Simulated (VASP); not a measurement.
Runs of VASP 6.6.1 on V. The structure is that of space group Im-3m (No. 229), or close to it. The cells are those of the table. 

```tsv
task	level	U	cell	k mesh	cutoff (eV)	smearing	ions in elastic constants	gap on the mesh (eV)	pressure (GPa)	moment (μB)	relaxed volume (Å³/atom)
relaxation of cell and atoms	revPBE+D4	-	relaxed from a = 2.623 Å, angles 109.5°, 1 atom	12 × 12 × 12	600	fermi-dirac 0.05 eV	-	none	0.0	0.00	13.25
elastic constants	PBEsol	-	a = 2.623 Å, angles 109.5°, 1 atom	9 × 9 × 9	600	fermi-dirac 0.05 eV	relaxed	-	-	0.00	-
relaxation of cell and atoms	BLYP+D4	-	relaxed from a = 2.623 Å, angles 109.5°, 1 atom	12 × 12 × 12	600	fermi-dirac 0.05 eV	-	none	0.0	0.00	(a)
relaxation of cell and atoms	RPBE	-	relaxed from a = 2.623 Å, angles 109.5°, 1 atom	12 × 12 × 12	600	fermi-dirac 0.05 eV	-	none	0.0	0.00	13.81
single point	PBE	-	a = 2.623 Å, angles 109.5°, 1 atom	12 × 12 × 12	520	gaussian 0.023 eV	-	none	-5.1	0.13	-
single point	RPBE+D4	-	a = 2.582 Å, angles 109.5°, 1 atom	12 × 12 × 12	520	fermi-dirac 0.05 eV	-	none	0.4	0.00	-
single point	RPBE+U	V d U = 7.0 eV	a = 2.618, b = 2.611, c = 2.657 Å, angles 109.5, 109.0, 110.5°, 1 atom	9 × 10 × 9	520	gaussian 0.05 eV	-	none	67.1	2.51	-
single point	BLYP	-	a = 2.619 Å, angles 109.5°, 1 atom	12 × 12 × 12	520	fermi-dirac 0.05 eV	-	none	(b)	0.00	-
```

Alike in all rows: potentials or basis VASP PAW PBE potentials, release 64 (V_sv); spin collinear, ferromagnetic start.

Question: Estimate the missing entries.

Answer: (a) 13.27; (b) 0.2.

Caveats: the PAW data sets were made with another functional, which shifts forces and pressure a little (at least some runs); the moments typed at the start vanished in this run (at least some runs); the cell is under stress, which shifts elastic constants (at least some runs); the elastic tensor has a negative eigenvalue, so either the cell is unstable as it stands or the mesh is too thin (at least some runs); the cell stands under tension (at least some runs); a moment this small can come from the mesh or the smearing (at least some runs); the cell stands under pressure (at least some runs).

A gap of «none» marks levels without a gap at the run's occupations.
